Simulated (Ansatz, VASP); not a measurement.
# EuO in VASP and in Ansatz

Contents of INCAR:

```
  ALGO = Normal
  EDIFF = 1E-6
  ENCUT = 600
  GGA = CA
  GGA_COMPAT = F
  ISIF = 2
  ISMEAR = 0
  ISPIN = 2
  LASPH = T
  LCHARG = F
  LDAU = T
  LDAUJ = 0 0
  LDAUL = 3 -1
  LDAUPRINT = 1
  LDAUTYPE = 2
  LDAUU = 6 0
  LMAXMIX = 6
  LORBIT = 11
  LREAL = F
  LWAVE = F
  MAGMOM = 0.5 0
  NBANDS = 22
  NELM = 200
  PREC = Accurate
  SIGMA = 0.05
```

The input KPOINTS:

```
k-points
0
Gamma
  5 5 5
```

Contents of POSCAR:

```
EuO
1.0
    0.0000000000      2.5719519658      2.5719519658
    2.5719519658      0.0000000000      2.5719519658
    2.5719519658      2.5719519658      0.0000000000
Eu O
1 1
Direct
    0.5000000000      0.5000000000      0.5000000000
    0.0000000000      0.0000000000      0.0000000000
```

Input for Ansatz:

```yaml
crystal:
  lattice:
    - [0.0, 2.5719519658, 2.5719519658]
    - [2.5719519658, 0.0, 2.5719519658]
    - [2.5719519658, 2.5719519658, 0.0]
  atoms:
    - { symbol: Eu, position: [0.5, 0.5, 0.5], spin: 0.5 }
    - { symbol: O, position: [0.0, 0.0, 0.0] }
basis:
  ecutwfc: 420
  ecutrho_ratio: 4
kpoints:
  mp_grid: { grid: [5, 5, 5] }
hamiltonian:
  xc: lda
  hubbard: { sites: [{ species: Eu, l: f, u_eff: 6.0 }] }
scf:
  occupations: { method: gaussian, width: 0.05 }
output:
  forces: true
  stress: true
  eigenvalues: true
  populations: true
  hubbard: { sites: [{ species: Eu, l: f }] }
magnetization:
  spin_polarized: true
```

Alike in both runs: task single point; functional LDA; k mesh 5 × 5 × 5; occupations gaussian, width 0.05 eV; collinear spin; Hubbard terms Eu f U = 6.0 eV.

|  | VASP | Ansatz |
| --- | --- | --- |
| version | VASP 6.6.1 | Ansatz 0.2.0 |
| potentials or method | VASP PAW PBE potentials, release 64 (Eu, O), cutoff 600 eV | scalar-relativistic, plane waves, PAW |
| valence electrons in the cell | 23 | 23 |

Ansatz gave:

| Quantity | Value |
| --- | --- |
| gap on the k mesh at the Fermi level (eV) | 0.45 |
| least direct gap on the mesh (eV) | 0.68 |
| pressure (GPa) | -6.7 |
| net moment per atom (μB) | 3.50 |
| size of the moment on the site where the two differ most (μB) | 0.07 |

**Question.** What did VASP give for the same quantities?

**Answer.** gap on the k mesh at the Fermi level (eV): 0.14; least direct gap on the mesh (eV): 0.31; pressure (GPa): -6.9; net moment per atom (μB): 3.50; size of the moment on the site where the two differ most (μB): 0.08.

VASP's potentials were made for PBE, not for LDA. LDA's correlation is that of Perdew and Zunger in VASP and of Perdew and Wang (1992) in Ansatz. Site moments also hang on the region over which each program counts them. The programs project onto different local orbitals, so the same U acts differently, and such runs can settle in different states. Ansatz's warnings: given moment on shells, stability check not made.

The k mesh is coarse, so the values compare programs but aren't converged. Spin-orbit coupling is off throughout.
